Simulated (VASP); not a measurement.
A run of VASP 6.6.1 is set up as follows.

File INCAR:

```
PREC = Accurate ; ENCUT = 520
EDIFF = 1E-6 ; ISMEAR = 0
SIGMA = 0.1 ; LREAL = False
LASPH = True ; NELM = 100
ALGO = Normal ; ISIF = 2
LWAVE = False ; LCHARG = False
GGA = PE ; NBANDS = 16
```

Contents of KPOINTS:

```
regular mesh
0
Gamma
  18 18 18
```

The input POSCAR:

```
C
1.0
   -1.7222773373      1.7222773373      4.3100444902
    1.7222773373     -1.7222773373      4.3100444902
    1.7222773373      1.7222773373     -4.3100444902
C
4
Direct
    0.5000000000      0.1992998222      0.6992998222
    0.8007001778      0.5000000000      0.3007001778
    0.1992998222      0.5000000000      0.6992998222
    0.5000000000      0.8007001778      0.3007001778
```

Potentials or basis: VASP PAW PBE potentials, release 64 (C).

Launch:

```console
$ cat potpaw_PBE.64/C/POTCAR > POTCAR
$ mpirun -np 1 vasp_std > vasp.out
```

Predict the largest force.

0.037 eV/Å.

Predict the pressure.

0.2 GPa.

What does it give for the band gap on the k mesh?

Zero (band 8 reaches 3.42 eV, above the bottom of band 9 at -0.77 eV).

Stress tensor (GPa, compression positive):
```
 0.35  0.00  0.00
 0.00  0.35  0.00
 0.00  0.00 -0.01
```
